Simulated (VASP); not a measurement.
# H (P6_3/mmc) in VASP: single point with PBE

Aim: the single point of H with PBE.

Everything below comes from runs of VASP 6.6.1. Logs are shortened: lines on timing, memory, paths and dates and some standing lists are left out, and cuts for length are marked.

### Step 1. The cell of the first run

It takes space group P6_3/mmc (No. 194, hexagonal). The conventional cell has a = 4.890 Å, b = 4.890 Å, c = 3.641 Å, α = 90.00°, β = 90.00°, γ = 120.00°. H (site symmetry -6m2) has 8 H at 3.36 to 3.64 Å within 4.4 Å.

### Step 2. Single point, PBE, collinear spin

POSCAR reads:

```
H
1.0
    4.8899161697      0.0000000000      0.0000000000
   -2.4449580849      4.2347916253      0.0000000000
    0.0000000000      0.0000000000      3.6408037132
H
2
Direct
    0.3333333333      0.6666666667      0.2500000000
    0.6666666667      0.3333333333      0.7500000000
```

INCAR.step1 reads:

```
ALGO = Normal
EDIFF = 1E-6
ENCUT = 400
GGA = PE
GGA_COMPAT = False
ISIF = 2
ISMEAR = 0
ISPIN = 2
LASPH = True
LCHARG = True
LORBIT = 11
LREAL = False
LWAVE = False
MAGMOM = 1.03 1.03
NBANDS = 12
NEDOS = 2001
NELM = 200
PREC = Accurate
SIGMA = 0.1
```

KPOINTS.step1 reads:

```
k-points
0
Gamma
  3 3 4
```

INCAR.step2 reads:

```
ALGO = Normal
EDIFF = 1E-6
ENCUT = 400
GGA = PE
GGA_COMPAT = False
ICHARG = 11
ISIF = 2
ISMEAR = -5
ISPIN = 2
LASPH = True
LCHARG = False
LORBIT = 10
LREAL = False
LWAVE = False
MAGMOM = 1.03 1.03
NEDOS = 1001
NELM = 200
PREC = Accurate
SIGMA = 0.1
```

KPOINTS.step2 reads:

```
k-points
0
Gamma
  5 5 6
```

Potentials or basis: VASP PAW PBE potentials, release 64 (H).

Started as:

```bash
cat potpaw_PBE.64/H/POTCAR > POTCAR
cp INCAR.step1 INCAR
cp KPOINTS.step1 KPOINTS
mpirun -np 1 vasp_std > vasp.out
cp INCAR.step2 INCAR
cp KPOINTS.step2 KPOINTS
mpirun -np 1 vasp_std > vasp.out
```

OUTCAR:

```text
EDIFF = 1E-6
   ENCUT = 400
   GGA = PE
   ICHARG = 11
   ISIF = 2
   ISMEAR = -5
   ISPIN = 2
   LASPH = True
   LORBIT = 10
   LREAL = False
   NELM = 200
   PREC = Accurate

 ion  position               nearest neighbor table
   1  0.333  0.667  0.250-
   2  0.667  0.333  0.750-

  LATTYP: Found a hexagonal cell.
 ALAT       =     4.8899161697
 C/A-ratio  =     0.7445534007

  Lattice vectors:

 A1 = (   4.8899161697,   0.0000000000,   0.0000000000)
 A2 = (  -2.4449580849,   4.2347916253,   0.0000000000)
 A3 = (   0.0000000000,   0.0000000000,   3.6408037132)

Analysis of symmetry for initial positions (statically):
=====================================================================
 Subroutine PRICEL returns:
 Original cell was already a primitive cell.

 Routine SETGRP: Setting up the symmetry group for a
 hexagonal supercell.

 Subroutine GETGRP returns: Found 24 space group operations
 (whereof 12 operations were pure point group operations)
 out of a pool of 24 trial point group operations.

The static configuration has the point symmetry D_3d.
 The point group associated with its full space group is D_6h.

Analysis of symmetry for dynamics (positions and initial velocities):
=====================================================================
 Subroutine PRICEL returns:
 Original cell was already a primitive cell.

 Routine SETGRP: Setting up the symmetry group for a
 hexagonal supercell.

 Subroutine GETGRP returns: Found 24 space group operations
 (whereof 12 operations were pure point group operations)
 out of a pool of 24 trial point group operations.

The dynamic configuration has the point symmetry D_3d.
 The point group associated with its full space group is D_6h.

Analysis of structural, dynamic, and magnetic symmetry:
=====================================================================
 Subroutine PRICEL returns:
 Original cell was already a primitive cell.

 Routine SETGRP: Setting up the symmetry group for a
 hexagonal supercell.

 Subroutine GETGRP returns: Found 24 space group operations
 (whereof 12 operations were pure point group operations)
 out of a pool of 24 trial point group operations.

The overall configuration has the point symmetry D_3d.
 The point group associated with its full space group is D_6h.

 Subroutine INISYM returns: Found 24 space group operations
 (whereof 12 operations are pure point group operations),
 and found     1 'primitive' translations

[... 117 lines left out ...]
   LHFCALC =     F    Hartree Fock is set to
   AEXX    =    0.0000 exact exchange contribution
   IVDW    =     0    specifies the selected vdW correction
   LEPSILON=     F    determine dielectric tensor
   LRPA    =     F    only Hartree local field effects (RPA)
 spin polarized calculation
 Fermi weights with tetrahedron method with Bloechl corrections
  energy-cutoff  :      400.00
  volume of cell :       75.39
 maximum number of plane-waves:      1384
 NGX is ok and might be reduce to    32

 number of electron       2.0000000 magnetization       2.0000000

 Free energy of the ion-electron system (eV)
  ---------------------------------------------------
  ext. energy  EPLUGINS =         0.00000000
  ---------------------------------------------------
  free energy    TOTEN  =        -2.20538943 eV

  energy without entropy =       -2.20538943  energy(sigma->0) =       -2.20538943

 E-fermi :  -6.1270     XC(G=0):   0.7491

 val. band max:       -6.1416085222   @ k =   0.0000   0.0000   0.0000
 cond. band min:       0.4527576193   @ k =   0.4000   0.2000   0.0000
 fundamental gap:      6.5943661414
 Fermi energy:        -6.1270310415

 spin component 1

 k-point     1 :       0.0000    0.0000    0.0000
  band No.  band energies     occupation
      1      -8.0041      1.00000
      2      -6.1416      1.00000
      3       2.4525      0.00000
      4       4.1704      0.00000
      5       4.1704      0.00000
      6       5.3970      0.00000
[... 163 lines left out ...]
 k-point    20 :       0.4000    0.2000    0.5000
  band No.  band energies     occupation
      1      -6.6576      1.00000
      2      -6.6576      1.00000
      3       1.8494      0.00000
      4       1.8494      0.00000
      5       3.4995      0.00000
      6       3.4995      0.00000
 Fermi energy:        -6.1270310415

 spin component 2

 k-point     1 :       0.0000    0.0000    0.0000
  band No.  band energies     occupation
      1       4.0175      0.00000
      2      10.9575      0.00000
      3      11.8299      0.00000
      4      11.8490      0.00000
      5      14.4507      0.00000
      6      14.8841      0.00000
[... 163 lines left out ...]
 k-point    20 :       0.4000    0.2000    0.5000
  band No.  band energies     occupation
      1       8.0624      0.00000
      2       8.0624      0.00000
      3       9.9002      0.00000
      4       9.9002      0.00000
      5      12.5388      0.00000
      6      12.5388      0.00000

------------------------ aborting loop because EDIFF is reached ----------------------------------------

  FORCE on cell =-STRESS in cart. coord.  units (eV):
  Direction    XX          YY          ZZ          XY          YZ          ZX
  --------------------------------------------------------------------------------------
  -------------------------------------------------------------------------------------
  Total        0.0358275      0.0358275      0.0689894     -0.0000000     -0.0000000      0.0000000
  in kB        0.7613715      0.7613715      1.4660950     -0.0000000     -0.0000000      0.0000000
  external PRESSURE =       0.9962794 kB  Pullay stress =       0.0000000 kB

 VOLUME and BASIS-vectors are now :
 -----------------------------------------------------------------------------
  energy-cutoff  :      400.00
  volume of cell :       75.39
      direct lattice vectors                 reciprocal lattice vectors
     4.889916170  0.000000000  0.000000000     0.204502483  0.118069564  0.000000000
    -2.444958085  4.234791625  0.000000000     0.000000000  0.236139128  0.000000000
     0.000000000  0.000000000  3.640803713     0.000000000  0.000000000  0.274664629

 POSITION                                       TOTAL-FORCE (eV/Angst)
 -----------------------------------------------------------------------------------
     -0.00000      2.82319      0.91020        -0.000000      0.000000     -0.000000
      2.44496      1.41160      2.73060         0.000000     -0.000000      0.000000
 -----------------------------------------------------------------------------------
    total drift:                               -0.000000      0.000000     -0.000000

  FREE ENERGIE OF THE ION-ELECTRON SYSTEM (eV)
  ---------------------------------------------------
  free  energy   TOTEN  =        -2.2053894334 eV

  energy  without entropy=       -2.2053894334  energy(sigma->0) =       -2.20538943

 total charge

# of ion       s       p       d       tot
------------------------------------------
    1        0.384   0.000   0.000   0.384
    2        0.384   0.000   0.000   0.384
--------------------------------------------------
tot          0.768   0.000   0.000   0.768

 magnetization (x)

# of ion       s       p       d       tot
------------------------------------------
    1        0.384   0.000   0.000   0.384
    2        0.384   0.000   0.000   0.384
--------------------------------------------------
tot          0.768   0.000   0.000   0.768
```

OUTCAR.step1:

```text
EDIFF = 1E-6
   ENCUT = 400
   GGA = PE
   ISIF = 2
   ISMEAR = 0
   ISPIN = 2
   LASPH = True
   LORBIT = 11
   LREAL = False
[... 505 lines left out ...]
  energy  without entropy=       -2.2054688966  energy(sigma->0) =       -2.20546890

 total charge

# of ion       s       p       d       tot
------------------------------------------
    1        0.384   0.000   0.000   0.384
    2        0.384   0.000   0.000   0.384
--------------------------------------------------
tot          0.768   0.000   0.000   0.768

 magnetization (x)

# of ion       s       p       d       tot
------------------------------------------
    1        0.384   0.000   0.000   0.384
    2        0.384   0.000   0.000   0.384
--------------------------------------------------
tot          0.768   0.000   0.000   0.768
```

OSZICAR.step1:

```text
N       E                     dE             d eps       ncg     rms          rms(c)
DAV:   1     0.306795343788E+01    0.30680E+01   -0.62119E+02   432   0.978E+01
DAV:   2    -0.991664330963E+00   -0.40596E+01   -0.39935E+01   528   0.183E+01
[... 14 lines left out ...]
DAV:  17    -0.220545219750E+01   -0.28233E-04   -0.49374E-10   332   0.940E-05    0.725E-06
DAV:  18    -0.220546040011E+01   -0.82026E-05   -0.36143E-11   348   0.222E-05    0.499E-06
DAV:  19    -0.220546394540E+01   -0.35453E-05   -0.20785E-11   324   0.173E-05    0.418E-06
DAV:  20    -0.220546709117E+01   -0.31458E-05   -0.62355E-12   340   0.108E-05    0.107E-06
DAV:  21    -0.220546841607E+01   -0.13249E-05   -0.35744E-12   332   0.826E-06    0.922E-07
DAV:  22    -0.220546889666E+01   -0.48059E-06   -0.44557E-13   344   0.275E-06
   1 F= -.22054689E+01 E0= -.22054689E+01  d E =-.126620E-10  mag=     2.0000
```

Wall time 36 s (1 thread of Intel Xeon 8259CL, shared host); peak memory 0.17 GiB.

What came out:

| Quantity | Value |
| --- | --- |
| Net moment | 2.00 μB per cell |
| Site moments | H +0.38 μB |
| Valence electrons inside the program's atomic spheres | H 0.38 |

Caveat: the k points lie up to 0.49 Å⁻¹ apart; the atoms stand far beyond bonding distance.
